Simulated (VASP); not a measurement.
Rh, 1 atom in the cell. It takes space group I4/mmm (No. 139, tetragonal). The conventional cell has a = 2.756 Å, b = 2.756 Å, c = 3.803 Å, α = 90.00°, β = 90.00°, γ = 90.00°. Rh (site symmetry 4/mmm) has 12 Rh at 2.72 to 2.76 Å within 3.6 Å.  This cell differs from its parent crystal: strain +0.025 along x and y, +0.000 along z.

```yaml
Program: VASP 6.6.1
Task: single point
Functional: PBE
Potentials_or_basis: VASP PAW PBE potentials, release 64 (Rh_pv)
Cutoff: 520 eV
k_mesh: 22 × 22 × 22
Occupations: methfessel-paxton, width 0.02 eV
Spin: no spin polarisation
Dipole_correction: no
Further_INCAR_settings: ALGO = Fast; EDIFF = 1e-06; NBANDS = 14
```

Potentials or basis: VASP PAW PBE potentials, release 64 (Rh_pv).

The run is started by

```bash
$ cat potpaw_PBE.64/Rh_pv/POTCAR > POTCAR
$ mpirun -np 1 vasp_std > vasp.out
```

Hardware: 1 thread of AMD EPYC 9R45 (Zen 5), with other jobs on the host.

Question: How long does it take, and how much memory?

Answer: Wall time 2.5 min on 1 thread of AMD EPYC 9R45 (Zen 5), on a shared host, peak memory 0.22 GiB. Counts: scf iterations 12, k points 834.
